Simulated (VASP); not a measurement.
## Ge: electric field gradients with PBE

Ge:

```xyz
4
Lattice="3.9976 0.0000 0.0000 -1.9988 3.4620 0.0000 0.0000 0.0000 6.5334" Properties=species:S:1:pos:R:3 pbc="T T T"
Ge    1.9988    1.1540    0.4110
Ge    0.0000    2.3080    3.6777
Ge    1.9988    1.1540    2.8557
Ge    0.0000    2.3080    6.1224
```

This cell differs from its parent crystal: zz strain of -1 %.

```yaml
Program: VASP 6.6.1
Task: electric field gradients
Functional: PBE
Potentials_or_basis: VASP PAW PBE potentials, release 64 (Ge_d)
Cutoff: 520 eV
k_mesh: 11 × 11 × 6
Occupations: fermi-dirac, width 0.05 eV
Spin: no spin polarisation
Dipole_correction: no
Further_INCAR_settings: ALGO = Normal; EDIFF = 1e-08; NBANDS = 36
```

```yaml
Pressure: 3.6 GPa
Largest_force: 0.098 eV/Å
Band_gap_on_the_k_mesh: zero (bands 28 and 29 overlap by 0.17 eV)
Largest_electric_field_gradient_by_atom: Ge +1.4 V/Å²
```

Forces on the atoms (eV/Å):
```
Ge   0.000  0.000 -0.098
Ge   0.000  0.000 -0.098
Ge   0.000  0.000  0.098
Ge   0.000  0.000  0.098
```

Stress tensor (GPa, compression positive):
```
3.00 0.00 0.00
0.00 3.00 0.00
0.00 0.00 4.79
```

Levels at points of the mesh, in eV from the Fermi level:
```tsv
k point	band 25	band 26	band 27	band 28	band 29	band 30	band 31	band 32
(0.00, 0.00, 0.00)	-1.58	-0.19	-0.18	0.08	0.09	0.09	2.17	2.17
(0.00, 0.00, 0.50)	-0.94	-0.94	-0.94	-0.94	0.63	0.63	3.31	3.31
```

Electric field gradients, principal values (V/Å²):
| atom | least | middle | greatest (by size) |
| --- | --- | --- | --- |
| 1 Ge | -0.679 | -0.686 | 1.364 |
| 2 Ge | -0.679 | -0.686 | 1.364 |
| 3 Ge | -0.679 | -0.686 | 1.364 |
| 4 Ge | -0.679 | -0.686 | 1.364 |

It took 5.3 min on 1 thread of Intel Xeon 8259CL (shared host), peak memory 0.26 GiB.

Caveat: the cell differs from its parent crystal (zz strain of -1 %); the cell stands under pressure; semilocal functionals underestimate gaps, so a narrow gap can read as zero; without QUAD_EFG the Cq values of the log hold for a quadrupole moment of 1 mb, not for the nuclei.
